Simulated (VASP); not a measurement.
Input of a VASP 6.6.1 run:

Contents of INCAR:

```
SYSTEM = SiC
ALGO = Normal
EDIFF = 1E-6
EDIFFG = -0.008
ENCUT = 600
GGA = PE
IBRION = 2
ISIF = 3
ISMEAR = 0
LASPH = .True.
LCHARG = .False.
LREAL = .False.
LWAVE = .False.
NELM = 80
NSW = 70
PREC = Accurate
PSTRESS = 40.0
SIGMA = 0.02
```

The input KPOINTS:

```
k-points
0
Gamma
  12 12 6
  0 0 0
```

File POSCAR:

```
SiC
1.0
    3.0732254730      0.0000000000      0.0000000000
   -1.5366127365      2.6614913311      0.0000000000
    0.0000000000      0.0000000000      5.0437439570
Si C
2 2
Direct
    0.3333333333      0.6666666667      0.4995860237
    0.6666666667      0.3333333333      0.9995860237
    0.3333333333      0.6666666667      0.8754139763
    0.6666666667      0.3333333333      0.3754139763
```

Potentials or basis: VASP PAW PBE potentials, release 64 (Si, C).

The run is started by

```bash
$ cat potpaw_PBE.64/Si/POTCAR potpaw_PBE.64/C/POTCAR > POTCAR
$ mpirun -np 1 vasp_std > vasp.out
```

Problem. Estimate the space group after relaxing (to 0.1 Å).

Solution. P6_3mc (No. 186).

Problem. What does it give for the relaxed cell?

Solution. a = 3.073 Å, b = 3.073 Å, c = 5.042 Å, α = 90.00°, β = 90.00°, γ = 120.00°.

Final structure:
```
CELL_PARAMETERS angstrom
3.07259 0.00000 0.00000
-1.53629 2.66094 0.00000
0.00000 0.00000 5.04193
ATOMIC_POSITIONS crystal
Si 0.33333 0.66667 0.49960
Si 0.66667 0.33333 0.99960
C 0.33333 0.66667 0.87540
C 0.66667 0.33333 0.37540
```
